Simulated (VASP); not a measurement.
Input of a VASP 6.6.1 run:

Contents of INCAR:

```
SYSTEM = Si4W
PREC = Accurate
ENCUT = 500
EDIFF = 1E-6
ISMEAR = 0
SIGMA = 0.2
LREAL = .False.
LASPH = .True.
NELM = 120
ALGO = Normal
ISIF = 2
LWAVE = .False.
LCHARG = .False.
GGA = PE
NBANDS = 23
GGA_COMPAT = .False.
```

File KPOINTS:

```
Automatic mesh
0
Gamma
  4 4 5
  0 0 0
```

File POSCAR:

```
Si4W
1.0
    3.9390716086     -3.8553951875      0.0000000000
    3.9390716086      3.8553951875      0.0000000000
    0.0000000000      0.0000000000      2.7122010051
Si W
4 1
Direct
    0.7125082419      0.2874917581      0.5000000000
    0.2874917581      0.7125082419      0.5000000000
    0.3236424579      0.3236424579      0.0000000000
    0.6763575421      0.6763575421      0.0000000000
    0.0000000000      0.0000000000      0.0000000000
```

Potentials or basis: VASP PAW PBE potentials, release 64 (Si, W_sv).

Run with:

```console
$ cat potpaw_PBE.64/Si/POTCAR potpaw_PBE.64/W_sv/POTCAR > POTCAR
$ mpirun -np 1 vasp_std > vasp.out
```

**Question.** Estimate the pressure.

**Answer.** 0.1 GPa.

**Question.** What does it give for the largest force?

**Answer.** 0.019 eV/Å.

Stress tensor (GPa, compression positive):
```
 0.29  0.00  0.00
 0.00  0.12  0.00
 0.00  0.00 -0.26
```

Caveat: the k points lie up to 0.46 Å⁻¹ apart.
